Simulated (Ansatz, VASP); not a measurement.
**C: VASP beside Ansatz**

```
C
1.0
     0.00000    1.81835    1.81835
     1.81835    0.00000    1.81835
     1.81835    1.81835    0.00000
C
2
Direct
  0.75000 0.75000 0.75000
  0.50000 0.50000 0.50000
```

Alike in both runs: task single point; functional PBEsol; dispersion D4; k mesh 13 × 13 × 13; occupations fermi-dirac, width 0.05 eV; no spin polarisation.

|  | VASP | Ansatz |
| --- | --- | --- |
| version | VASP 6.6.1 | Ansatz 0.2.0 |
| potentials or method | VASP PAW PBE potentials, release 64 (C) | Ansatz PAW |
| plane-wave cutoff (eV) | 520 | 420 |
| valence electrons in the cell | 8 | 8 |

Ansatz gave:

- gap on the k mesh at the Fermi level (eV): 3.90
- least direct gap on the mesh (eV): 5.38

Task: What did VASP give for the same quantities?

Result: gap on the k mesh at the Fermi level (eV): 3.89; least direct gap on the mesh (eV): 5.38.

VASP's potentials were made for PBE, not for PBEsol.

Noted on Ansatz's run: Pulay correction over one GPa; odd divisions of the mesh miss points on the zone boundary, where band edges often lie, so the gap on the mesh can be too wide.
